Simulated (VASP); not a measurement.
Input of a VASP 6.6.1 run:

The input POSCAR:

```
P
1.0
   -1.4668119812      1.4668119812      1.4668119812
    1.4668119812     -1.4668119812      1.4668119812
    1.4668119812      1.4668119812     -1.4668119812
P
1
Direct
    0.0000000000      0.0000000000      0.0000000000
```

The input INCAR.step1:

```
SYSTEM = P
ALGO = Normal
EDIFF = 1E-4
ENCUT = 520
GGA = PE
ISMEAR = -1
LASPH = .TRUE.
LCHARG = .FALSE.
LREAL = .FALSE.
LWAVE = .TRUE.
NBANDS = 8
NELM = 60
PREC = Accurate
SIGMA = 0.1
```

File INCAR.step2:

```
SYSTEM = P
ALGO = Normal
EDIFF = 1E-7
ENCUT = 520
ISIF = 2
ISMEAR = -1
ISTART = 1
LASPH = .TRUE.
LCHARG = .FALSE.
LMIXTAU = .TRUE.
LREAL = .FALSE.
LWAVE = .FALSE.
METAGGA = R2SCAN
NBANDS = 8
NELM = 60
PREC = Accurate
SIGMA = 0.1
```

The input KPOINTS:

```
k-points
0
G
  16 16 16
  0 0 0
```

Potentials or basis: VASP PAW PBE potentials, release 64 (P).

The run is started by

```bash
$ cat potpaw_PBE.64/P/POTCAR > POTCAR
$ cp INCAR.step1 INCAR
$ mpirun -np 1 vasp_std > vasp.out
$ cp INCAR.step2 INCAR
$ mpirun -np 1 vasp_std > vasp.out
```

(1) Estimate the pressure.

(2) What does it give for the band gap on the k mesh?

Answers

(1) 14.8 GPa.

(2) zero (an odd number of electrons rules out a gap without spin polarisation).

Caveat: the cell stands under pressure; the PAW data sets were made with another functional, which shifts forces and pressure a little.
